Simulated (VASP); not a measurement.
A run of VASP 6.6.1:

File INCAR:

```
ALGO = Normal
EDIFF = 1E-7
ENCUT = 520
GGA = PE
ISIF = 2
ISMEAR = 0
IVDW = 12
LASPH = True
LCHARG = False
LREAL = False
LWAVE = False
NBANDS = 30
NELM = 100
PREC = Accurate
SIGMA = 0.1
```

File KPOINTS:

```
k-points
0
Gamma
  12 8 6
```

Contents of POSCAR:

```
B
1.0
    2.8765121941     -0.0211021137      0.0022138911
   -1.3945105325      5.5907667486     -0.0163225567
   -0.0136212380     -1.0902882229      5.7779614015
B
12
Direct
    0.6434287921      0.6184911462      0.5894112162
    0.8757848488      0.0852653580      0.0111499734
    0.2923462406      0.9184647375      0.9808601535
    0.5115718462      0.3551043052      0.3842585334
    0.7661596522      0.8683548015      0.1833612320
    0.1603932424      0.6529874351      0.7545694874
    0.7795239161      0.8959028182      0.7435449930
    0.7996882168      0.9290722692      0.4693904424
    0.1483101001      0.6284327955      0.0490324124
    0.0206071124      0.3733464641      0.1664040577
    0.3725856427      0.0754765995      0.4465102611
    0.6225474196      0.5769562399      0.2375142574
```

Potentials or basis: VASP PAW PBE potentials, release 64 (B).

The run is started by

```sh
$ cat potpaw_PBE.64/B/POTCAR > POTCAR
$ mpirun -np 1 vasp_std > vasp.out
```

Hardware: 1 thread of Oxide Virtual Turin-like Processor, on a shared host.

Question: How long does it take, and how much memory?

Answer: Wall time 22 min on 1 thread of Oxide Virtual Turin-like Processor, on a shared host, peak memory 0.57 GiB. Counts: scf iterations 15, k points 292.
